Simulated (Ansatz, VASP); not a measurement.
# InSe in VASP and in Ansatz

Contents of INCAR:

```
ALGO = Normal
EDIFF = 1E-6
ENCUT = 500
GGA = LIBXC
GGA_COMPAT = F
ISIF = 2
ISMEAR = -5
LASPH = T
LCHARG = F
LIBXC1 = GGA_X_PBE_SOL
LIBXC2 = GGA_C_PBE
LREAL = F
LWAVE = F
NBANDS = 27
NELM = 120
PREC = Accurate
SIGMA = 0.05
```

KPOINTS

```
k-points
0
Gamma
  8 8 8
```

File POSCAR:

```
InSe
1.0
    2.0000000000      1.1547005384      8.4400000000
   -2.0000000000      1.1547005384      8.4400000000
    0.0000000000     -2.3094010768      8.4400000000
In Se
2 2
Direct
    0.8886000000      0.8886000000      0.8886000000
    0.0000000000      0.0000000000      0.0000000000
    0.1719000000      0.1719000000      0.1719000000
    0.3835000000      0.3835000000      0.3835000000
```

Contents of input.yaml:

```yaml
crystal:
  lattice:
    - [2.0, 1.1547005384, 8.44]
    - [-2.0, 1.1547005384, 8.44]
    - [0.0, -2.3094010768, 8.44]
  atoms:
    - { symbol: In, position: [0.8886, 0.8886, 0.8886] }
    - { symbol: In, position: [0.0, 0.0, 0.0] }
    - { symbol: Se, position: [0.1719, 0.1719, 0.1719] }
    - { symbol: Se, position: [0.3835, 0.3835, 0.3835] }
kpoints:
  mp_grid: { grid: [8, 8, 8] }
  band_path:
    path:
      - [0.0, 0.0, 0.0]
      - [0.5, 0.0, 0.0]
      - [0.5, 0.1791451724, -0.1791451724]
    npoints: 12
scf:
  occupations: { method: tetrahedron }
hamiltonian:
  xc: { exchange: pbesol, correlation: pbe }
  pseudopotentials: { kind: all_electron, lapw: { basis_error: 0.001 } }
output:
  forces: true
  stress: true
  eigenvalues: true
```

Alike in both runs: functional pbesol exchange, pbe correlation; k mesh 8 × 8 × 8; occupations tetrahedron; no spin polarisation.

|  | VASP | Ansatz |
| --- | --- | --- |
| version | VASP 6.6.1 | Ansatz 0.2.0 |
| potentials or method | VASP PAW PBE potentials, release 64 (In_d, Se), cutoff 500 eV | all-electron LAPW, scalar-relativistic |
| task | single point | band structure |

```csv
,VASP,Ansatz,Ansatz less VASP
gap on the k mesh at the Fermi level (eV),0.36,0.38,+0.017
least direct gap on the mesh (eV),0.36,0.38,+0.017
pressure (GPa),-0.2,-0.3,-0.07
"traceless stress, the component that is largest in VASP (GPa)",-0.43,-0.42,+0.008
rms of the force components (eV/Å),0.129,0.119,-0.0093
```

VASP's potentials were made for PBE, not for pbesol exchange, pbe correlation. Atom by atom the forces differ by 0.011 eV/Å (rms over components). Ansatz ran all-electron here, and VASP with PAW potentials.
